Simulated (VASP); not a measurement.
**K2PdC2: single point with LDA**

K2PdC2:

```xyz
5
Lattice="5.1182 0.0000 0.0000 -2.5591 4.4325 0.0000 0.0000 0.0000 5.2581" Properties=species:S:1:pos:R:3 pbc="T T T"
K     2.4177    1.3361    3.7869
K     0.0000    2.9550    1.4712
Pd    0.0000    0.0000    0.0000
C     0.0000    0.0000    3.2611
C     0.0000    0.0000    1.9971
```

This cell differs from its parent crystal: atom 1 (K) moved by (-0.200, +0.000) A along [1 1 0] and z.

| Item | Value |
| --- | --- |
| Program | VASP 6.6.1 |
| Task | single point |
| Functional | LDA |
| Potentials or basis | VASP PAW LDA potentials, release 64 (K_sv, Pd, C) |
| Cutoff | 520 eV |
| k mesh | 6 × 6 × 6 |
| Occupations | gaussian, width 0.05 eV |
| Spin | no spin polarisation |
| Dipole correction | no |
| Further INCAR settings | ALGO = Normal; EDIFF = 1e-07; NBANDS = 26 |

* Pressure: -2.3 GPa
* Largest force: 0.432 eV/Å
* Band gap on the k mesh: 1.31 eV, indirect (least direct gap 1.37 eV)

Forces on the atoms (eV/Å):
```
K    0.327  0.261  0.036
K   -0.043 -0.051 -0.036
Pd  -0.084 -0.065  0.022
C   -0.199 -0.145  0.355
C   -0.001  0.000 -0.377
```

Stress tensor (GPa, compression positive):
```
-1.49  0.22 -0.04
 0.22 -1.81 -0.03
-0.04 -0.03 -3.59
```

Levels at points of the mesh, in eV from the valence-band top:
| k point | band 15 | band 16 | band 17 | band 18 | band 19 | band 20 | band 21 | band 22 |
| --- | --- | --- | --- | --- | --- | --- | --- | --- |
| (0.00, 0.00, 0.00) | -1.91 | -1.56 | -1.15 | -1.15 | 3.96 | 4.35 | 5.14 | 5.27 |
| (0.50, 0.00, 0.00) | -1.87 | -1.24 | -1.07 | -0.55 | 2.35 | 3.49 | 4.56 | 5.21 |
| (0.00, 0.50, 0.00) | -1.89 | -1.25 | -1.06 | -0.53 | 2.43 | 3.56 | 4.58 | 5.31 |
| (0.50, 0.50, 0.00) | -1.89 | -1.25 | -1.06 | -0.53 | 2.41 | 3.54 | 4.59 | 5.28 |
| (0.00, 0.00, 0.50) | -1.16 | -1.16 | -0.06 | 0.00 | 2.61 | 2.65 | 3.55 | 4.55 |
| (0.50, 0.00, 0.50) | -1.08 | -0.81 | -0.10 | -0.03 | 1.35 | 2.85 | 4.52 | 4.61 |
| (0.00, 0.50, 0.50) | -1.07 | -0.77 | -0.09 | -0.06 | 1.31 | 2.81 | 4.63 | 4.78 |
| (0.50, 0.50, 0.50) | -1.07 | -0.78 | -0.09 | -0.05 | 1.32 | 2.82 | 4.60 | 4.75 |

Wall time 5 min on 1 thread of Intel(R) Xeon(R) Platinum 8488C (Sapphire Rapids) (shared host), peak memory 0.44 GiB.

Caveat: the cell differs from its parent crystal (atom 1 (K) moved by (-0.200, +0.000) A along [1 1 0] and z). A k mesh can miss the band edges.
